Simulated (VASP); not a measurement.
Crystal: Si3C.

```xyz
4
Lattice="2.7997 0.0000 0.0000 -1.3998 2.4246 0.0000 0.0000 0.0000 7.6452" Properties=species:S:1:pos:R:3 pbc="T T T"
Si    0.0000    1.6164    6.4357
Si    0.0000    1.6164    1.2094
Si    1.3998    0.8082    3.8226
C     1.3998    0.8082    0.0000
```

- Program: VASP 6.6.1
- Task: relaxation of cell and atoms
- Functional: PBE
- Potentials or basis: VASP PAW PBE potentials, release 64 (Si, C)
- Cutoff: 600 eV
- k mesh: 18 × 18 × 6
- Occupations: gaussian, width 0.1 eV
- Spin: no spin polarisation

At the start: pressure -0.6 GPa; volume 12.97 Å³/atom.

Task: Where does the relaxation end?

Result: Over 19 steps the energy falls by 47.7 meV/atom and the volume is 12.01 Å³/atom (-7.4 %); space group P-6m2 (No. 187, to 0.05 Å).

Step by step:
```
step  energy change (eV)  largest force (eV/Å)  pressure (GPa)  volume (Å³)
   1              0.0000                0.1880           -0.56        51.90
   2             -0.0349                0.8144           -0.10        51.54
   3             -0.0365                1.0174            0.09        51.43
   4             -0.0598                0.8533           -0.55        51.31
   5             -0.1135                0.3521           -2.20        50.93
   6             -0.1584                0.2767           -4.37        50.09
   7             -0.0471                1.4571           -1.91        48.02
   8             -0.1674                0.0600           -3.61        49.93
   9             -0.1535                0.4322           -3.96        49.03
  10             -0.1716                0.1076           -3.71        49.60
  11             -0.1830                0.0742            0.01        47.82
  12             -0.1846                0.0896           -0.97        48.27
  13             -0.1847                0.0900           -1.06        48.31
  14             -0.1887                0.0645           -0.57        48.16
  15             -0.1906                0.0389            0.01        47.99
  16             -0.1906                0.0342            0.11        47.96
  17             -0.1907                0.0248            0.12        47.99
  18             -0.1907                0.0070            0.11        47.98
  19             -0.1907                0.0020           -0.04        48.05
```

Final structure:
```cif
data_structure
_symmetry_space_group_name_H-M 'P 1'
_symmetry_Int_Tables_number 1
_cell_length_a 2.8894
_cell_length_b 2.8894
_cell_length_c 6.6453
_cell_angle_alpha 90.000
_cell_angle_beta 90.000
_cell_angle_gamma 120.000
_cell_volume 48.05
loop_
_atom_site_label
_atom_site_type_symbol
_atom_site_fract_x
_atom_site_fract_y
_atom_site_fract_z
_atom_site_occupancy
Si1 Si 0.33333 0.66667 0.81668 1
Si2 Si 0.33333 0.66667 0.18332 1
Si3 Si 0.66667 0.33333 0.50000 1
C1 C 0.66667 0.33333 0.00000 1
```
